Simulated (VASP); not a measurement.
A run of VASP 6.6.1:

POSCAR

```
GaAs
1.0
   -1.8807739600      1.8807739600      3.0258508800
    1.8807739600     -1.8807739600      3.0258508800
    1.8807739600      1.8807739600     -3.0258508800
Ga As
1 1
Direct
    0.0000000000      0.0000000000      0.0000000000
    0.5000000000      0.5000000000      0.0000000000
```

File INCAR.step1:

```
PREC = Accurate ; ENCUT = 520
EDIFF = 1E-7 ; ISMEAR = -1
SIGMA = 0.05 ; LREAL = F
LASPH = T ; NELM = 100
ALGO = Normal ; ISIF = 2
LWAVE = F ; LCHARG = T
GGA = PE ; NBANDS = 16
```

Contents of KPOINTS.step1:

```
Automatic mesh
0
Gamma
  10 10 10
```

INCAR.step2

```
PREC = Accurate ; ENCUT = 520
EDIFF = 1E-7 ; ISMEAR = -5
SIGMA = 0.05 ; LREAL = F
LASPH = T ; NELM = 100
ALGO = Normal ; ISIF = 2
LWAVE = F ; LCHARG = F
GGA = PE ; LORBIT = 10
NBANDS = 16 ; NEDOS = 2001
ICHARG = 11
```

KPOINTS.step2

```
Automatic mesh
0
Gamma
  15 15 15
```

Potentials or basis: VASP PAW PBE potentials, release 64 (Ga_d, As).

Run with:

```bash
$ cat potpaw_PBE.64/Ga_d/POTCAR potpaw_PBE.64/As/POTCAR > POTCAR
$ cp INCAR.step1 INCAR
$ cp KPOINTS.step1 KPOINTS
$ mpirun -np 1 vasp_std > vasp.out
$ cp INCAR.step2 INCAR
$ cp KPOINTS.step2 KPOINTS
$ mpirun -np 1 vasp_std > vasp.out
```

Hardware: 1 thread of Intel(R) Xeon(R) Platinum 8488C (Sapphire Rapids), on a shared host.

Question: How long does it take, and how much memory?

Answer: Run time: 2.6 min on 1 thread of Intel(R) Xeon(R) Platinum 8488C (Sapphire Rapids), on a shared host, peak memory 0.33 GiB. Counts: k points 288.
